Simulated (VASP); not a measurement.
# Ga2O3 (klda) (R-3c) in VASP: notebook

The runs below take Ga2O3 (klda) through single point, with LDA.

Program: VASP 6.6.1. These are calculated values, not measurements. Logs are shortened: lines on timing, memory, paths and dates and some standing lists are left out, and cuts for length are marked.

### 1 The cell of the first run

It takes space group R-3c (No. 167, trigonal). The conventional cell has a = 4.950 Å, b = 4.950 Å, c = 13.306 Å, α = 90.00°, β = 90.00°, γ = 120.00°. Within 2.5 Å of Ga (site symmetry 3) lie 6 O at 1.91 to 2.06 Å. Within 2.5 Å of O (site symmetry 2) lie 4 Ga at 1.91 to 2.06 Å.

### 2 Single point, LDA

INCAR reads:

```
SYSTEM = Ga2O3
  PREC = Accurate
  ENCUT = 520
  EDIFF = 1E-6
  ISMEAR = 0
  SIGMA = 0.02
  LREAL = .False.
  LASPH = .True.
  NELM = 60
  ALGO = Normal
  ISIF = 2
  LWAVE = .False.
  LCHARG = .False.
  NBANDS = 55
```

KPOINTS reads:

```
Automatic mesh
0
Gamma
  6 6 6
  0 0 0
```

POSCAR reads:

```
Ga2O3
1.0
    2.4749501546      1.4289131380      4.4353549202
   -2.4749501546      1.4289131380      4.4353549202
    0.0000000000     -2.8578262759      4.4353549202
Ga O
4 6
Direct
    0.8557741007      0.8557741007      0.8557741007
    0.6442258993      0.6442258993      0.6442258993
    0.1442258993      0.1442258993      0.1442258993
    0.3557741007      0.3557741007      0.3557741007
    0.0527748592      0.4472251408      0.7500000000
    0.7500000000      0.0527748592      0.4472251408
    0.4472251408      0.7500000000      0.0527748592
    0.9472251408      0.5527748592      0.2500000000
    0.2500000000      0.9472251408      0.5527748592
    0.5527748592      0.2500000000      0.9472251408
```

Potentials or basis: VASP PAW LDA potentials, release 64 (Ga_d, O).

Run with:

```bash
> cat potpaw_LDA.64/Ga_d/POTCAR potpaw_LDA.64/O/POTCAR > POTCAR
> mpirun -np 1 vasp_std > vasp.out
```

OUTCAR:

```text
SYSTEM = Ga2O3
   PREC = Accurate
   ENCUT = 520
   EDIFF = 1E-6
   ISMEAR = 0
   LREAL = .False.
   LASPH = .True.
   NELM = 60
   ISIF = 2

 ion  position               nearest neighbor table
   1  0.856  0.856  0.856-   8 1.91   9 1.91  10 1.91   6 2.06   7 2.06   5 2.06   2 2.81   3 2.92
                             3 2.92   3 2.92
   2  0.644  0.644  0.644-   8 1.91  10 1.91   9 1.91   7 2.06   6 2.06   5 2.06   1 2.81   4 2.92
                             4 2.92   4 2.92
   3  0.144  0.144  0.144-   5 1.91   6 1.91   7 1.91   9 2.06  10 2.06   8 2.06   4 2.81   1 2.92
                             1 2.92   1 2.92
   4  0.356  0.356  0.356-   5 1.91   7 1.91   6 1.91  10 2.06   9 2.06   8 2.06   3 2.81   2 2.92
                             2 2.92   2 2.92
   5  0.053  0.447  0.750-   3 1.91   4 1.91   1 2.06   2 2.06
   6  0.750  0.053  0.447-   3 1.91   4 1.91   1 2.06   2 2.06
   7  0.447  0.750  0.053-   4 1.91   3 1.91   2 2.06   1 2.06
   8  0.947  0.553  0.250-   1 1.91   2 1.91   3 2.06   4 2.06
   9  0.250  0.947  0.553-   1 1.91   2 1.91   3 2.06   4 2.06
  10  0.553  0.250  0.947-   2 1.91   1 1.91   4 2.06   3 2.06

  LATTYP: Found a trigonal (rhomboedric) cell.
 ALAT       =     5.2763191992
 COS(alpha) =     0.5599512547

  Lattice vectors:

 A1 = (   2.4749501546,   1.4289131380,   4.4353549202)
 A2 = (  -2.4749501546,   1.4289131380,   4.4353549202)
 A3 = (   0.0000000000,  -2.8578262759,   4.4353549202)

Analysis of symmetry for initial positions (statically):
=====================================================================
 Subroutine PRICEL returns:
 Original cell was already a primitive cell.

 Routine SETGRP: Setting up the symmetry group for a
 trigonal (rhombohedral) supercell.

 Subroutine GETGRP returns: Found 12 space group operations
 (whereof  6 operations were pure point group operations)
 out of a pool of 12 trial point group operations.

The static configuration has the point symmetry S_6 .
 The point group associated with its full space group is D_3d.

Analysis of symmetry for dynamics (positions and initial velocities):
=====================================================================
 Subroutine PRICEL returns:
 Original cell was already a primitive cell.

 Routine SETGRP: Setting up the symmetry group for a
 trigonal (rhombohedral) supercell.

 Subroutine GETGRP returns: Found 12 space group operations
 (whereof  6 operations were pure point group operations)
 out of a pool of 12 trial point group operations.

The dynamic configuration has the point symmetry S_6 .
 The point group associated with its full space group is D_3d.

 Subroutine INISYM returns: Found 12 space group operations
 (whereof  6 operations are pure point group operations),
 and found     1 'primitive' translations

----------------------------------------------------------------------------------------

                                     Primitive cell

  volume of cell :      94.1135

  direct lattice vectors                    reciprocal lattice vectors
     2.474950155  1.428913138  4.435354920     0.202024271  0.116638767  0.075153700
    -2.474950155  1.428913138  4.435354920    -0.202024271  0.116638767  0.075153700
     0.000000000 -2.857826276  4.435354920     0.000000000 -0.233277534  0.075153700

  length of vectors
     5.276319199  5.276319199  5.276319199     0.245084652  0.245084652  0.245084652

  position of ions in fractional coordinates (direct lattice)
     0.855774101  0.855774101  0.855774101
     0.644225899  0.644225899  0.644225899
     0.144225899  0.144225899  0.144225899
     0.355774101  0.355774101  0.355774101
     0.052774859  0.447225141  0.750000000
     0.750000000  0.052774859  0.447225141
     0.447225141  0.750000000  0.052774859
     0.947225141  0.552774859  0.250000000
     0.250000000  0.947225141  0.552774859
     0.552774859  0.250000000  0.947225141

  ion indices of the primitive-cell ions
   primitive index   ion index
                 1           1
                 2           2
                 3           3
                 4           4
                 5           5
                 6           6
                 7           7
                 8           8
                 9           9
                10          10

----------------------------------------------------------------------------------------

 KPOINTS: Automatic mesh

Automatic generation of k-mesh.
 Grid dimensions read from file:
 generate k-points for:    6    6    6

 Generating k-lattice:

  Cartesian coordinates                     Fractional coordinates (reciprocal lattice)
     0.033670712  0.019439795  0.012525617     0.166666667  0.000000000 -0.000000000
    -0.033670712  0.019439795  0.012525617     0.000000000  0.166666667 -0.000000000
     0.000000000 -0.038879589  0.012525617    -0.000000000 -0.000000000  0.166666667

  Length of vectors
     0.040847442  0.040847442  0.040847442

  Shift w.r.t. Gamma in fractional coordinates (k-lattice)
     0.000000000  0.000000000  0.000000000

 Subroutine IBZKPT returns following result:
 ===========================================

 Found     32 irreducible k-points:

 Following reciprocal coordinates:
            Coordinates               Weight
  0.000000  0.000000  0.000000      1.000000
  0.166667 -0.000000  0.000000      6.000000
  0.333333  0.000000 -0.000000      6.000000
  0.500000 -0.000000  0.000000      3.000000
  0.166667  0.166667  0.000000      6.000000
  0.333333  0.166667  0.000000     12.000000
[... 16 lines left out ...]
  0.500000  0.500000  0.166667      6.000000
 -0.333333  0.500000  0.166667     12.000000
 [... further k-points ...]
   k-points           NKPTS =     32   k-points in BZ     NKDIM =     32   number of bands    NBANDS=     55
   number of dos      NEDOS =    301   number of ions     NIONS =     10
   total plane-waves  NPLWV =  64000
   dimension x,y,z NGX =    40 NGY =   40 NGZ =   40
   dimension x,y,z NGXF=    80 NGYF=   80 NGZF=   80
   ions per type =               4   6
   NGX,Y,Z   is equivalent  to a cutoff of  12.60, 12.60, 12.60 a.u.
   NGXF,Y,Z  is equivalent  to a cutoff of  25.21, 25.21, 25.21 a.u.
 SYSTEM =  Ga2O3
   PREC   = accura    normal or accurate (medium, high low for compatibility)
   ISTART =      0    job   : 0-new  1-cont  2-samecut
   ICHARG =      2    charge: 1-file 2-atom 10-const
   ISPIN  =      1    spin polarized calculation?
   LNONCOLLINEAR =      F non collinear calculations
   LSORBIT =      F    spin-orbit coupling
   LASPH  =      T    aspherical Exc in radial PAW
   ENCUT  =  520.0 eV  38.22 Ry    6.18 a.u.   9.81  9.81  9.81*2*pi/ulx,y,z
   NELM   =     60;   NELMIN=  2; NELMDL= -5     # of ELM steps
   EDIFF  = 0.1E-05   stopping-criterion for ELM
   LREAL  =      F    real-space projection
   EDIFFG = 0.1E-04   stopping-criterion for IOM
   NSW    =      0    number of steps for IOM
   IBRION =     -1    ionic relax: 0-MD 1-quasi-New 2-CG
   NFREE  =      0    steps in history (QN), initial steepest desc. (CG)
   ISIF   =      2    stress and relaxation
   ISYM   =      2    0-nonsym 1-usesym 2-fastsym
   POTIM  = 0.5000    time-step for ionic-motion
   TEBEG  =    0.0;   TEEND  =   0.0 temperature during run
   PSTRESS=    0.0 pullay stress
   NELECT =      88.0000    total number of electrons
   NUPDOWN=      -1.0000    fix difference up-down
   EMIN   =  10.00;   EMAX   =-10.00  energy-range for DOS
   EFERMI =   0.00;   METHOD = LEGACY
   ISMEAR =     0;   SIGMA  =   0.02  broadening in eV -4-tet -1-fermi 0-gaus
   EFERMI_NEDOS =   21; number of points for ismear=-14 and -15
   IALGO  =     38    algorithm
   IMIX   =      4    mixing-type and parameters
     AMIX     =   0.40;   BMIX     =  1.00
     AMIX_MAG =   1.60;   BMIX_MAG =  1.00
  volume/ion in A,a.u.               =       9.41        63.51
  Fermi-wavevector in a.u.,A,eV,Ry     =   1.600854  3.025176 34.868110  2.562734
  Thomas-Fermi vector in A             =   2.697924
   LORBIT       =      0    0 simple, 1 ext, 2 COOP (PROOUT), +10 PAW based schemes
   GGA     = CA    functional components
   LHFCALC =     F    Hartree Fock is set to
   AEXX    =    0.0000 exact exchange contribution
   IVDW    =     0    specifies the selected vdW correction
   LEPSILON=     F    determine dielectric tensor
   LRPA    =     F    only Hartree local field effects (RPA)
 non-spin polarized calculation
 Gauss-broadening in eV      SIGMA  =   0.02
  energy-cutoff  :      520.00
  volume of cell :       94.11
 maximum number of plane-waves:      2554
   NGX = 19   NGY = 19   NGZ = 19

 number of electron      87.9999985 magnetization

 Free energy of the ion-electron system (eV)
  ---------------------------------------------------
  ext. energy  EPLUGINS =         0.00000000
  ---------------------------------------------------
  free energy    TOTEN  =       -68.26616361 eV

  energy without entropy =      -68.26616361  energy(sigma->0) =      -68.26616361

 E-fermi :   4.7315     XC(G=0): -12.8972

 val. band max:        4.5499387378   @ k =  -0.1667   0.1667   0.0000
 cond. band min:       7.6070470843   @ k =   0.0000   0.0000   0.0000
 fundamental gap:      3.0571083465
 Fermi energy:         4.7315081078

 k-point     1 :       0.0000    0.0000    0.0000
  band No.  band energies     occupation
      1     -14.4706      2.00000
      2     -12.2936      2.00000
      3     -12.2936      2.00000
      4     -12.2377      2.00000
      5     -12.2188      2.00000
      6     -12.2188      2.00000
[... 47 lines left out ...]
     54      15.6558      0.00000
     55      16.9553      0.00000

 k-point     2 :       0.1667   -0.0000    0.0000
  band No.  band energies     occupation
      1     -14.3350      2.00000
      2     -12.4206      2.00000
      3     -12.3037      2.00000
      4     -12.2967      2.00000
      5     -12.2353      2.00000
      6     -12.2056      2.00000
[... 47 lines left out ...]
     54      16.2679      0.00000
     55      16.7617      0.00000

 k-point     3 :       0.3333    0.0000   -0.0000
  band No.  band energies     occupation
      1     -13.9536      2.00000
      2     -12.8406      2.00000
      3     -12.3376      2.00000
      4     -12.3185      2.00000
      5     -12.2535      2.00000
      6     -12.2262      2.00000
[... 1152 lines left out ...]
 k-point    23 :       0.5000    0.5000    0.1667
  band No.  band energies     occupation
      1     -13.5569      2.00000
      2     -12.9267      2.00000
      3     -12.5910      2.00000
      4     -12.4034      2.00000
      5     -12.3118      2.00000
      6     -12.2457      2.00000
[... 47 lines left out ...]
     54      16.7128      0.00000
     55      16.8522      0.00000

 k-point    24 :      -0.3333    0.5000    0.1667
  band No.  band energies     occupation
      1     -13.3455      2.00000
      2     -13.0036      2.00000
      3     -12.6669      2.00000
      4     -12.5293      2.00000
      5     -12.2701      2.00000
      6     -12.2326      2.00000
[... 47 lines left out ...]
     54      16.5642      0.00000
     55      16.8972      0.00000

 [... further k-points ...]

------------------------ aborting loop because EDIFF is reached ----------------------------------------

  FORCE on cell =-STRESS in cart. coord.  units (eV):
  Direction    XX          YY          ZZ          XY          YZ          ZX
  --------------------------------------------------------------------------------------
  -------------------------------------------------------------------------------------
  Total        1.3361932      1.3361932      1.0411860      0.0000000      0.0000000      0.0000000
  in kB       22.7471981     22.7471981     17.7250304      0.0000000      0.0000000      0.0000000
  external PRESSURE =      21.0731422 kB  Pullay stress =       0.0000000 kB

 VOLUME and BASIS-vectors are now :
 -----------------------------------------------------------------------------
  energy-cutoff  :      520.00
  volume of cell :       94.11
      direct lattice vectors                 reciprocal lattice vectors
     2.474950155  1.428913138  4.435354920     0.202024271  0.116638767  0.075153700
    -2.474950155  1.428913138  4.435354920    -0.202024271  0.116638767  0.075153700
     0.000000000 -2.857826276  4.435354920     0.000000000 -0.233277534  0.075153700

 POSITION                                       TOTAL-FORCE (eV/Angst)
 -----------------------------------------------------------------------------------
      0.00000      0.00000     11.38699        -0.000000     -0.000000     -0.018720
      0.00000      0.00000      8.57211        -0.000000      0.000000      0.018720
      0.00000      0.00000      1.91908        -0.000000      0.000000      0.018720
      0.00000      0.00000      4.73395        -0.000000     -0.000000     -0.018720
     -0.97624     -1.42891      5.54419        -0.025083      0.000000      0.000000
      1.72560     -0.13100      5.54419         0.012541     -0.021722     -0.000000
     -0.74935      1.55991      5.54419         0.012541      0.021722     -0.000000
      0.97624      1.42891      7.76187         0.025083      0.000000      0.000000
     -1.72560      0.13100      7.76187        -0.012541      0.021722     -0.000000
      0.74935     -1.55991      7.76187        -0.012541     -0.021722     -0.000000
 -----------------------------------------------------------------------------------
    total drift:                               -0.000000     -0.000000      0.000000

  FREE ENERGIE OF THE ION-ELECTRON SYSTEM (eV)
  ---------------------------------------------------
  free  energy   TOTEN  =       -68.2661636149 eV

  energy  without entropy=      -68.2661636149  energy(sigma->0) =      -68.26616361
```

It took 6 min on 1 thread of AMD EPYC 7R13, shared host; peak memory 0.24 GiB.

What came out:

```yaml
Free_energy: -68.2662 eV
Pressure: 2.1 GPa
Largest_force: 0.025 eV/Å
Band_gap_on_the_k_mesh: 3.06 eV, indirect (least direct gap 3.33 eV)
```

Forces in eV/Å, atoms in the order of the input:
```
Ga   0.000  0.000 -0.019
Ga   0.000  0.000  0.019
Ga   0.000  0.000  0.019
Ga   0.000  0.000 -0.019
O   -0.025  0.000  0.000
O    0.013 -0.022  0.000
O    0.013  0.022  0.000
O    0.025  0.000  0.000
O   -0.013  0.022  0.000
O   -0.013 -0.022  0.000
```

A k mesh can miss the band edges.

### 3 Single point, LDA

This run uses another cell than the first one, of 9.74 Å³/atom, 1.035 times its volume.

INCAR reads:

```
SYSTEM = Ga2O3
PREC = Accurate ; ENCUT = 520
EDIFF = 1E-6 ; ISMEAR = 0
SIGMA = 0.1 ; LREAL = .FALSE.
LASPH = .TRUE. ; NELM = 60
ALGO = Normal ; ISIF = 2
LWAVE = .FALSE. ; LCHARG = .FALSE.
GGA = CA ; NBANDS = 55
```

KPOINTS reads:

```
Automatic mesh
0
G
  6 6 6
  0 0 0
```

POSCAR reads:

```
Ga2O3
1.0
    2.4997250000      1.4432169000      4.5003166700
   -2.4997250000      1.4432169000      4.5003166700
    0.0000000000     -2.8864338000      4.5003166700
Ga O
4 6
Direct
    0.8559600000      0.8559600000      0.8559600000
    0.6440400000      0.6440400000      0.6440400000
    0.1440400000      0.1440400000      0.1440400000
    0.3559600000      0.3559600000      0.3559600000
    0.0526000000      0.4474000000      0.7500000000
    0.7500000000      0.0526000000      0.4474000000
    0.4474000000      0.7500000000      0.0526000000
    0.9474000000      0.5526000000      0.2500000000
    0.2500000000      0.9474000000      0.5526000000
    0.5526000000      0.2500000000      0.9474000000
```

Potentials or basis: VASP PAW LDA potentials, release 64 (Ga_d, O).

Run with:

```bash
> cat potpaw_LDA.64/Ga_d/POTCAR potpaw_LDA.64/O/POTCAR > POTCAR
> mpirun -np 1 vasp_std > vasp.out
```

It took 6.8 min on 1 thread of AMD EPYC 7R13, shared host; peak memory 0.24 GiB.

Results (log left out):

| Property | Result |
| --- | --- |
| Free energy | -68.2267 eV |
| Pressure | -5.7 GPa |
| Largest force | 0.080 eV/Å |
| Band gap on the k mesh | 2.68 eV, indirect (least direct gap 2.93 eV) |

Forces in eV/Å, atoms in the order of the input:
```
Ga   0.000  0.000 -0.080
Ga   0.000  0.000  0.080
Ga   0.000  0.000  0.080
Ga   0.000  0.000 -0.080
O   -0.023  0.000  0.000
O    0.011 -0.020  0.000
O    0.011  0.020  0.000
O    0.023  0.000  0.000
O   -0.011  0.020  0.000
O   -0.011 -0.020  0.000
```

Stress tensor (GPa, compression positive):
```
-5.41  0.00  0.00
 0.00 -5.41  0.00
 0.00  0.00 -6.31
```

Levels at points of the mesh, in eV from the valence-band top:
```
           k point  band 41  band 42  band 43  band 44  band 45  band 46  band 47  band 48
(0.00, 0.00, 0.00)    -0.31    -0.31    -0.25    -0.25     2.68     6.40     6.59     8.63
(0.50, 0.00, 0.00)    -1.00    -1.00    -0.16    -0.16     6.20     6.20     6.51     6.51
(0.50, 0.50, 0.00)    -0.87    -0.72    -0.26    -0.15     6.35     6.53     7.34     7.48
(0.50, 0.50, 0.50)    -0.30    -0.30    -0.30    -0.30     5.69     5.69     7.57     7.57
```

A k mesh can miss the band edges. Expect the measured gap to be larger: semilocal functionals such as LDA lack the derivative discontinuity.
